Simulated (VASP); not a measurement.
**Zn: single point with PBE**

The system is Zn.

```
Zn
1.0
    -0.67577    1.58434    1.58434
     1.58434   -0.67577    1.58434
     1.58434    1.58434   -0.67577
Zn
1
Cartesian
  0.0000 0.0000 0.0000
```

```
Program                : VASP 6.6.1
Task                   : single point
Functional             : PBE
Potentials or basis    : VASP PAW PBE potentials, release 64 (Zn)
Cutoff                 : 520 eV
k mesh                 : 22 × 22 × 22
Occupations            : gaussian, width 0.15 eV
Spin                   : no spin polarisation
Dipole correction      : no
Further INCAR settings : ALGO = Fast; EDIFF = 1e-07; NBANDS = 12
```

```yaml
Pressure: 42.3 GPa
Band_gap_on_the_k_mesh: zero (band 6 reaches 9.50 eV, above the bottom of band 7 at 1.80 eV)
```

Stress tensor (GPa, compression positive):
```
42.34  3.36  3.36
 3.36 42.34  3.36
 3.36  3.36 42.34
```

Levels at points of the mesh, in eV from the Fermi level:
| k point | band 4 | band 5 | band 6 | band 7 | band 8 | band 9 |
| --- | --- | --- | --- | --- | --- | --- |
| (0.00, 0.00, 0.00) | -7.26 | -7.26 | -7.24 | 15.50 | 15.50 | 15.54 |
| (0.50, 0.00, 0.00) | -7.81 | -7.20 | -4.49 | -2.53 | 20.73 | 20.81 |
| (0.50, 0.50, 0.00) | -7.72 | -6.77 | 0.45 | 2.14 | 4.68 | 7.34 |
| (0.50, 0.50, 0.50) | -6.74 | -6.74 | 5.07 | 8.08 | 8.08 | 10.59 |

It took 43 s on 1 thread of Intel(R) Xeon(R) 6975P-C (Granite Rapids) (shared host), peak memory 0.25 GiB.
